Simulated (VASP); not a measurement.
Si2W, 3 atoms in the cell. It takes space group I4/mmm (No. 139, tetragonal). The conventional cell has a = 3.143 Å, b = 3.143 Å, c = 7.667 Å, α = 90.00°, β = 90.00°, γ = 90.00°. Si (site symmetry 4mm) has 9 Si at 2.54 to 3.14 Å and 5 W at 2.56 to 2.57 Å within 3.3 Å. Within 3.4 Å of W (site symmetry 4/mmm) lie 10 Si at 2.56 to 2.57 Å and 4 W at 3.14 Å. 

* Program: VASP 6.6.1
* Task: single point
* Functional: LDA
* Potentials or basis: VASP PAW LDA potentials, release 64 (Si, W_sv)
* Cutoff: 520 eV
* k mesh: 20 × 20 × 20
* Occupations: gaussian, width 0.15 eV
* Spin: no spin polarisation
* Dipole correction: no
* Further INCAR settings: ALGO = Normal; EDIFF = 1e-06; NBANDS = 18

Potentials or basis: VASP PAW LDA potentials, release 64 (Si, W_sv).

Run with:

```sh
$ cat potpaw_LDA.64/Si/POTCAR potpaw_LDA.64/W_sv/POTCAR > POTCAR
$ mpirun -np 1 vasp_std > vasp.out
```

Hardware: 1 thread of Intel(R) Xeon(R) 6975P-C (Granite Rapids) (shared host).

**Question.** How long does it take, and how much memory?

**Answer.** It took 3.4 min on 1 thread of Intel(R) Xeon(R) 6975P-C (Granite Rapids), with other jobs on the host, peak memory 0.5 GiB. Counts: scf iterations 12, k points 641.
